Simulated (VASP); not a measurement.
# In (Cmce) in VASP: further runs

In is run at these levels: PBEsol; tasks: relaxation of cell and atoms, single point.

Program: VASP 6.6.1. These are calculated values, not measurements. Logs are shortened: lines on timing, memory, paths and dates and some standing lists are left out, and cuts for length are marked.

## (1) The cell of the first run

Symmetry: Cmce, No. 64, orthorhombic system. The conventional cell has a = 6.288 Å, b = 4.156 Å, c = 8.476 Å, α = 90.00°, β = 90.00°, γ = 90.00°. In (site symmetry m) has 3 In at 2.34 to 3.07 Å within 3.1 Å.

## (2) Relaxation of cell and atoms, PBEsol

The input, INCAR:

```
ALGO     = Normal         # electronic algorithm
EDIFF    = 1E-6           # SCF threshold, eV
EDIFFG   = -0.04          # ionic threshold
ENCUT    = 600            # plane-wave cutoff, eV
GGA      = PS             # functional
IBRION   = 2              # ionic algorithm
ISIF     = 3              # what is computed and relaxed
ISMEAR   = 0              # smearing method
LASPH    = True           # aspherical terms in the spheres
LCHARG   = False          # write CHGCAR
LREAL    = False          # projectors in reciprocal space
LWAVE    = False          # write WAVECAR
NELM     = 100            # most SCF steps
NSW      = 90             # ionic steps
PREC     = Accurate       # precision mode
SIGMA    = 0.1            # smearing width, eV
```

The input, KPOINTS:

```
k-points
0
Gamma
  6 6 2
```

The input, POSCAR:

```
In
1.0
    3.1440151445     -2.0779534966      0.0000000000
    3.1440151445      2.0779534966      0.0000000000
    0.0000000000      0.0000000000      8.4764901760
In
4
Direct
    0.8500000000      0.1500000000      0.1170000000
    0.6500000000      0.3500000000      0.6170000000
    0.1500000000      0.8500000000      0.8830000000
    0.3500000000      0.6500000000      0.3830000000
```

Potentials or basis: VASP PAW PBE potentials, release 64 (In_d).

Started as:

```sh
cat potpaw_PBE.64/In_d/POTCAR > POTCAR
mpirun -np 1 vasp_std > vasp.out
```

OUTCAR:

```text
EDIFF = 1E-6
   EDIFFG = -0.04
   ENCUT = 600
   GGA = PS
   IBRION = 2
   ISIF = 3
   ISMEAR = 0
   LASPH = True
   LREAL = False
   NELM = 100
   NSW = 90
   PREC = Accurate

 ion  position               nearest neighbor table
   1  0.850  0.150  0.117-   3 2.34   4 3.07   4 3.07   3 3.52   3 3.81   3 3.81   4 3.87   4 3.87

   2  0.650  0.350  0.617-   4 2.34   3 3.07   3 3.07   4 3.52   4 3.81   4 3.81   3 3.87   3 3.87

   3  0.150  0.850  0.883-   1 2.34   2 3.07   2 3.07   1 3.52   1 3.81   1 3.81   2 3.87   2 3.87

   4  0.350  0.650  0.383-   2 2.34   1 3.07   1 3.07   2 3.52   2 3.81   2 3.81   1 3.87   1 3.87

  LATTYP: Found a base centered orthorhombic cell.
 ALAT       =     4.1559069932
 B/A-ratio  =     1.5130344108
 C/A-ratio  =     2.0396246090

  Lattice vectors:

 A1 = (  -3.1440151445,  -2.0779534966,   0.0000000000)
 A2 = (   3.1440151445,  -2.0779534966,   0.0000000000)
 A3 = (   0.0000000000,   0.0000000000,   8.4764901760)

Analysis of symmetry for initial positions (statically):
=====================================================================
 Subroutine PRICEL returns:
 Original cell was already a primitive cell.

 Routine SETGRP: Setting up the symmetry group for a
 base centered orthorhombic supercell.

 Subroutine GETGRP returns: Found  8 space group operations
 (whereof  4 operations were pure point group operations)
 out of a pool of  8 trial point group operations.

The static configuration has the point symmetry C_2h.
 The point group associated with its full space group is D_2h.

Analysis of symmetry for dynamics (positions and initial velocities):
=====================================================================
 Subroutine PRICEL returns:
 Original cell was already a primitive cell.

 Routine SETGRP: Setting up the symmetry group for a
 base centered orthorhombic supercell.

 Subroutine GETGRP returns: Found  8 space group operations
 (whereof  4 operations were pure point group operations)
 out of a pool of  8 trial point group operations.

The dynamic configuration has the point symmetry C_2h.
 The point group associated with its full space group is D_2h.

 Subroutine INISYM returns: Found  8 space group operations
 (whereof  4 operations are pure point group operations),
 and found     1 'primitive' translations

----------------------------------------------------------------------------------------

                                     Primitive cell

  volume of cell :     110.7558

  direct lattice vectors                    reciprocal lattice vectors
     3.144015144 -2.077953497  0.000000000     0.159032313 -0.240621362  0.000000000
     3.144015144  2.077953497  0.000000000     0.159032313  0.240621362  0.000000000
     0.000000000  0.000000000  8.476490176     0.000000000  0.000000000  0.117973357

  length of vectors
     3.768649886  3.768649886  8.476490176     0.288426622  0.288426622  0.117973357

  position of ions in fractional coordinates (direct lattice)
     0.850000000  0.150000000  0.117000000
     0.650000000  0.350000000  0.617000000
     0.150000000  0.850000000  0.883000000
     0.350000000  0.650000000  0.383000000

  ion indices of the primitive-cell ions
   primitive index   ion index
                 1           1
                 2           2
                 3           3
                 4           4

----------------------------------------------------------------------------------------

 KPOINTS: k-points

Automatic generation of k-mesh.
 Grid dimensions read from file:
 generate k-points for:    6    6    2

 Generating k-lattice:

  Cartesian coordinates                     Fractional coordinates (reciprocal lattice)
     0.026505385 -0.040103560  0.000000000     0.166666667  0.000000000  0.000000000
     0.026505385  0.040103560  0.000000000     0.000000000  0.166666667  0.000000000
     0.000000000  0.000000000  0.058986678     0.000000000  0.000000000  0.500000000

  Length of vectors
     0.048071104  0.048071104  0.058986678

  Shift w.r.t. Gamma in fractional coordinates (k-lattice)
[... 44 lines left out ...]
 conjugate gradient relaxation of ions
 non-spin polarized calculation
 Gauss-broadening in eV      SIGMA  =   0.10
  energy-cutoff  :      600.00
  volume of cell :      110.76
 maximum number of plane-waves:      3724
   NGX = 15   NGY = 15   NGZ = 33

--------------------------------------- Ionic step        1  -------------------------------------------

 number of electron      51.9999997 magnetization

 Free energy of the ion-electron system (eV)
  ---------------------------------------------------
  ext. energy  EPLUGINS =         0.00000000
  ---------------------------------------------------
  free energy    TOTEN  =        -9.28869821 eV

  energy without entropy =       -9.27711875  energy(sigma->0) =       -9.28290848

------------------------ aborting loop because EDIFF is reached ----------------------------------------

  FORCE on cell =-STRESS in cart. coord.  units (eV):
  Direction    XX          YY          ZZ          XY          YZ          ZX
  --------------------------------------------------------------------------------------
  -------------------------------------------------------------------------------------
  Total       -3.3486876      3.8265194     16.0652237      0.0000000      0.0000000      0.0000000
  in kB      -48.4416251     55.3538698    232.3971762      0.0000000      0.0000000      0.0000000
  external PRESSURE =      79.7698070 kB  Pullay stress =       0.0000000 kB
[... 95 lines left out ...]
  FREE ENERGIE OF THE ION-ELECTRON SYSTEM (eV)
  ---------------------------------------------------
  free  energy   TOTEN  =       -11.3553485326 eV

  energy  without entropy=      -11.3470961305  energy(sigma->0) =      -11.35122233

 E-fermi :   6.3876     XC(G=0):  -9.9357

 val. band max:        6.2983545585   @ k =   0.5000   0.1667   0.5000
 cond. band min:       6.4307984108   @ k =   0.5000   0.5000   0.0000
 fundamental gap:      0.1324438523
 Fermi energy:         6.3876025093

 k-point     1 :       0.0000    0.0000    0.0000
  band No.  band energies     occupation
      1      -8.4715      2.00000
      2      -8.3315      2.00000
      3      -8.2747      2.00000
      4      -8.2738      2.00000
      5      -8.2343      2.00000
      6      -8.1647      2.00000
[... 805 lines left out ...]
     30       8.4553      0.00000
     31       8.7006      0.00000

 [... further k-points ...]

[... ionic steps 4 to 27 ...]

--------------------------------------- Ionic step       28  -------------------------------------------

 number of electron      52.0000009 magnetization

------------------------ aborting loop because EDIFF is reached ----------------------------------------
[... 71 lines left out ...]
--------------------------------------- Ionic step       30  -------------------------------------------

 number of electron      52.0000025 magnetization

 Free energy of the ion-electron system (eV)
  ---------------------------------------------------
  ext. energy  EPLUGINS =         0.00000000
  ---------------------------------------------------
  free energy    TOTEN  =       -12.07998594 eV

  energy without entropy =      -12.07863639  energy(sigma->0) =      -12.07931117

 E-fermi :   7.3034     XC(G=0): -10.5044

 val. band max:        7.1769018084   @ k =   0.3333  -0.0000   0.0000
 cond. band min:       7.4320021096   @ k =   0.3333   0.1667   0.0000
 fundamental gap:      0.2551003013
 Fermi energy:         7.3033779503

 k-point     1 :       0.0000    0.0000    0.0000
  band No.  band energies     occupation
      1      -7.1817      2.00000
      2      -7.1187      2.00000
      3      -7.1084      2.00000
      4      -7.0813      2.00000
      5      -7.0810      2.00000
      6      -6.9794      2.00000
[... 805 lines left out ...]
     30       9.2744      0.00000
     31      10.2800      0.00000

 [... further k-points ...]

------------------------ aborting loop because EDIFF is reached ----------------------------------------

  FORCE on cell =-STRESS in cart. coord.  units (eV):
  Direction    XX          YY          ZZ          XY          YZ          ZX
  --------------------------------------------------------------------------------------
  -------------------------------------------------------------------------------------
  Total       -0.0752054      0.0043577     -0.0375304      0.0000000      0.0000000      0.0000000
  in kB       -1.1755031      0.0681136     -0.5866213      0.0000000      0.0000000      0.0000000
  external PRESSURE =      -0.5646703 kB  Pullay stress =       0.0000000 kB
[... 19 lines left out ...]
  FREE ENERGIE OF THE ION-ELECTRON SYSTEM (eV)
  ---------------------------------------------------
  free  energy   TOTEN  =       -12.0799859390 eV

  energy  without entropy=      -12.0786363925  energy(sigma->0) =      -12.07931117

 reached required accuracy - stopping structural energy minimisation
```

It took 17 min on 1 thread of AMD EPYC 9R45 (Zen 5), shared host; peak memory 0.26 GiB.

What came out:

```yaml
Free_energy: -12.0800 eV
Relaxed_volume: 25.63 Å³/atom
Relaxed_cell: a = 3.307 Å, b = 3.307 Å, c = 9.630 Å, α = 90.00°, β = 90.00°, γ = 76.65°
Space_group_after_relaxing_to_0.1_Å: Fmmm (No. 69)
Energy_gained_by_relaxing: 697.8 meV/atom
Ionic_steps: 30
Pressure_after_relaxing: -0.1 GPa
Band_gap_on_the_k_mesh: zero (bands 26 and 27 overlap by 5.75 eV)
```

Forces in eV/Å, atoms in the order of the input:
```
In   0.000  0.001  0.002
In   0.000 -0.001  0.002
In   0.000 -0.001 -0.002
In   0.000  0.001 -0.002
```

Step by step:
```
step  energy change (eV)  largest force (eV/Å)  pressure (GPa)  volume (Å³)
   1              0.0000                5.1640            7.98       110.76
   2             -1.8784                0.4049           -4.70       132.73
   3             -2.0667                0.1838           -3.25       124.23
   4             -2.0678                0.1154           -3.48       124.96
   5             -2.0679                0.1427           -3.40       124.64
   6             -2.3248                0.1737           -1.81       114.71
   7             -2.4669                0.4169            1.11       104.63
   8             -1.8410                1.2342           15.27        85.84
   9             -2.4798                0.4684            1.82       102.87
  10             -2.6062                0.4669            2.23       100.36
  11             -2.6118                0.4600            2.49        99.70
  12             -2.6620                0.2912            0.71       102.84
  13             -2.6727                0.1921           -0.41       105.19
  14             -2.6783                0.1549           -0.28       104.76
  15             -2.6864                0.1004            0.23       103.50
  16             -2.6865                0.1025            0.26       103.37
  17             -2.6893                0.1050            0.06       103.78
  18             -2.6929                0.1236           -0.54       105.01
  19             -2.6944                0.1249           -0.59       104.96
  20             -2.6988                0.1316           -0.50       104.80
  21             -2.7079                0.1442           -0.44       104.48
  22             -2.7272                0.1657           -0.34       103.84
  23             -2.7579                0.2386            0.04       102.56
  24             -2.7680                0.2316            0.10       102.36
  25             -2.7764                0.2298            0.25       102.03
  26             -2.7767                0.2307            0.31       101.96
  27             -2.7835                0.1697            0.02       102.38
  28             -2.7887                0.0025           -0.60       103.66
  29             -2.7894                0.0397           -0.45       103.34
  30             -2.7913                0.0023           -0.06       102.50
```

Final structure:
```
CELL_PARAMETERS angstrom
2.59472 -2.05105 0.00000
2.59472 2.05105 0.00000
0.00000 0.00000 9.63029
ATOMIC_POSITIONS crystal
In 0.75030 0.24970 0.12497
In 0.74970 0.25030 0.62497
In 0.24970 0.75030 0.87503
In 0.25030 0.74970 0.37503
```

Levels at points of the mesh, in eV from the Fermi level:
| k point | band 23 | band 24 | band 25 | band 26 | band 27 | band 28 | band 29 | band 30 |
| --- | --- | --- | --- | --- | --- | --- | --- | --- |
| (0.00, 0.00, 0.00) | -7.64 | -2.31 | -2.21 | 4.53 | 5.74 | 6.21 | 6.21 | 6.77 |
| (0.50, 0.00, 0.00) | -3.93 | -3.93 | -3.13 | -3.13 | 1.58 | 1.58 | 2.11 | 2.11 |
| (0.50, 0.50, 0.00) | -2.13 | -2.13 | -0.92 | -0.92 | -0.29 | 0.55 | 1.80 | 1.80 |
| (0.00, 0.00, 0.50) | -5.39 | -5.39 | 1.67 | 1.67 | 5.12 | 5.12 | 6.23 | 6.23 |
| (0.50, 0.00, 0.50) | -4.97 | -4.97 | -1.22 | -1.22 | -1.22 | -1.22 | 5.40 | 5.40 |
| (0.50, 0.50, 0.50) | -2.38 | -2.38 | -0.50 | -0.50 | 0.26 | 0.26 | 1.23 | 1.23 |

Caveat: the k points lie up to 0.33 Å⁻¹ apart in the final cell, too coarse for converged energies and pressures of a metal; the PAW data sets were made with another functional, which shifts forces and pressure a little; spin-orbit coupling is left out, which moves the levels of the heavy elements.

[end of part 1 of 2]
